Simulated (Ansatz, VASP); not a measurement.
## One calculation of HgTe, two programs

Contents of INCAR:

```
SYSTEM = HgTe
PREC = Accurate
ENCUT = 520
EDIFF = 1E-6
ISMEAR = 0
SIGMA = 0.15
LREAL = .False.
LASPH = .True.
NELM = 100
ALGO = Normal
ISIF = 2
LWAVE = .False.
LCHARG = .False.
GGA = PE
NBANDS = 16
```

Contents of KPOINTS:

```
Automatic mesh
0
Gamma
  14 14 14
  0 0 0
```

The input POSCAR:

```
HgTe
1.0
   -0.1541133069      3.1483146971      3.1483146971
    3.1483146971     -0.1541133069      3.1483146971
    3.1483146971      3.1483146971     -0.1541133069
Hg Te
1 1
Direct
    0.0000000000      0.0000000000      0.0000000000
    0.7500000000      0.7500000000      0.7500000000
```

Input for Ansatz:

```yaml
crystal:
  lattice:
    - [-0.1541133069, 3.1483146971, 3.1483146971]
    - [3.1483146971, -0.1541133069, 3.1483146971]
    - [3.1483146971, 3.1483146971, -0.1541133069]
  atoms:
    - { symbol: Hg, position: [0.0, 0.0, 0.0] }
    - { symbol: Te, position: [0.75, 0.75, 0.75] }
basis:
  ecutwfc: 420
kpoints:
  mp_grid: { grid: [14, 14, 14] }
hamiltonian:
  xc: pbe
scf:
  occupations: { method: gaussian, width: 0.15 }
output:
  forces: true
  stress: true
  eigenvalues: true
```

Alike in both runs: task single point; functional PBE; k mesh 14 × 14 × 14; occupations gaussian, width 0.15 eV; no spin polarisation.

|  | VASP | Ansatz |
| --- | --- | --- |
| version | VASP 6.6.1 | Ansatz 0.2.0 |
| potentials or method | VASP PAW PBE potentials, release 64 (Hg, Te), cutoff 520 eV | scalar-relativistic, plane waves, PAW |
| valence electrons in the cell | 18 | 36 |

```csv
,VASP,Ansatz,Ansatz less VASP
gap on the k mesh at the Fermi level (eV),0.23,0.23,+0.001
least direct gap on the mesh (eV),0.28,0.28,+0.002
pressure (GPa),4.7,4.6,-0.08
"traceless stress, the component that is largest in VASP (GPa)",2.41,2.38,-0.030
rms of the force components (eV/Å),0.428,0.420,-0.0082
```

Atom by atom the forces differ by 0.008 eV/Å (rms over components). VASP's potentials hold 18 valence electrons a cell and Ansatz's 36, so a difference there can come from the potentials and not from the codes.

Spin-orbit coupling is off throughout.
